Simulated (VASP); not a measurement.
A run of VASP 6.6.1:

Contents of INCAR:

```
PREC = Accurate ; ENCUT = 600
EDIFF = 1E-6 ; ISMEAR = 0
SIGMA = 0.02 ; LREAL = F
LASPH = T ; NELM = 60
ALGO = Normal ; ISIF = 3
LWAVE = F ; LCHARG = F
GGA = PE ; IBRION = 2
NSW = 100 ; EDIFFG = -0.01
```

File KPOINTS:

```
regular mesh
0
Gamma
  10 10 10
```

POSCAR

```
SiO2
1.0
   -1.2627094640      2.5629236037      2.6407847480
    1.2627094640     -2.5629236037      2.6407847480
    1.2627094640      2.5629236037     -2.6407847480
Si O
1 2
Direct
    0.5000000000      0.0000000000      0.5000000000
    0.2836581833      0.2836581833      0.0000000000
    0.7163418167      0.7163418167      0.0000000000
```

Potentials or basis: VASP PAW PBE potentials, release 64 (Si, O).

The run is started by

```sh
$ cat potpaw_PBE.64/Si/POTCAR potpaw_PBE.64/O/POTCAR > POTCAR
$ mpirun -np 1 vasp_std > vasp.out
```

Hardware: 1 thread of Intel(R) Xeon(R) Platinum 8259CL CPU @ 2.50GHz (Skylake/Cascade Lake), on a shared host.

Q: How long does it take, and how much memory?

A: Wall time 3.2 min on 1 thread of Intel(R) Xeon(R) Platinum 8259CL CPU @ 2.50GHz (Skylake/Cascade Lake) (shared host), peak memory 0.23 GiB. Counts: scf iterations 50, k points 171, ion steps 8.
